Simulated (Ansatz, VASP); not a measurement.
**Two plane-wave programs on Cu4W**

Contents of INCAR:

```
PREC     = Accurate       # precision mode
ENCUT    = 600            # plane-wave cutoff, eV
EDIFF    = 1E-7           # SCF threshold, eV
ISMEAR   = 0              # smearing method
SIGMA    = 0.1            # smearing width, eV
LREAL    = F              # projectors in reciprocal space
LASPH    = T              # aspherical terms in the spheres
NELM     = 100            # most SCF steps
ALGO     = Fast           # electronic algorithm
ISIF     = 3              # what is computed and relaxed
LWAVE    = F              # write WAVECAR
LCHARG   = F              # write CHGCAR
GGA      = PE             # functional
IBRION   = 2              # ionic algorithm
NSW      = 100            # ionic steps
EDIFFG   = -0.01          # ionic threshold
```

File KPOINTS:

```
regular mesh
0
Gamma
  10 10 10
```

File POSCAR:

```
Cu4W
1.0
   -2.8227075950      2.8227075950      2.8227075950
    2.8227075950     -2.8227075950      2.8227075950
    2.8227075950      2.8227075950     -2.8227075950
Cu W
4 1
Direct
    0.0000000000      0.0000000000      0.5000000000
    0.0000000000      0.5000000000      0.0000000000
    0.5000000000      0.0000000000      0.0000000000
    0.5000000000      0.5000000000      0.5000000000
    0.0000000000      0.0000000000      0.0000000000
```

Input for Ansatz:

```yaml
crystal:
  lattice:
    - [-2.822707595, 2.822707595, 2.822707595]
    - [2.822707595, -2.822707595, 2.822707595]
    - [2.822707595, 2.822707595, -2.822707595]
  atoms:
    - { symbol: Cu, position: [0.0, 0.0, 0.5] }
    - { symbol: Cu, position: [0.0, 0.5, 0.0] }
    - { symbol: Cu, position: [0.5, 0.0, 0.0] }
    - { symbol: Cu, position: [0.5, 0.5, 0.5] }
    - { symbol: W, position: [0.0, 0.0, 0.0] }
basis:
  ecutwfc: 420
kpoints:
  mp_grid: { grid: [10, 10, 10] }
hamiltonian:
  xc: pbe
scf:
  occupations: { method: gaussian, width: 0.1 }
output:
  forces: true
  stress: true
  eigenvalues: true
  write_density: true
  write_potential: true
  elf: true
  volumetric_format: npy
relax:
  adjacent_minimum: "off"
  f_tol: 0.01
  max_steps: 80
  cell: { stress_tol: 0.05 }
```

Change from the starting cell: species swapped into the CrGa4 type (Im-3m, No. 229).

Alike in both runs: task relaxation of cell and atoms; functional PBE; k mesh 10 × 10 × 10; occupations gaussian, width 0.1 eV; no spin polarisation.

|  | VASP | Ansatz |
| --- | --- | --- |
| version | VASP 6.6.1 | Ansatz 0.2.0 |
| potentials or method | VASP PAW PBE potentials, release 64 (Cu, W_sv), cutoff 600 eV | scalar-relativistic, plane waves, PAW |
| valence electrons in the cell | 58 | 90 |

Ansatz gave:

```
gap on the k mesh at the Fermi level, each at its own relaxed structure (eV) : none
relaxed volume (Å³/atom)                                                     : 18.06
relaxed cell length with the largest relative difference (Å)                 : 4.895
```

Question: What did VASP give for the same quantities?

Answer: gap on the k mesh at the Fermi level, each at its own relaxed structure (eV): none; relaxed volume (Å³/atom): 18.17; relaxed cell length with the largest relative difference (Å): 4.905.

A gap of «none» marks a metal or a gap that the smearing closes. VASP's potentials hold 58 valence electrons a cell and Ansatz's 90, so a difference there can come from the potentials and not from the codes.

Neither program's run includes spin-orbit coupling.
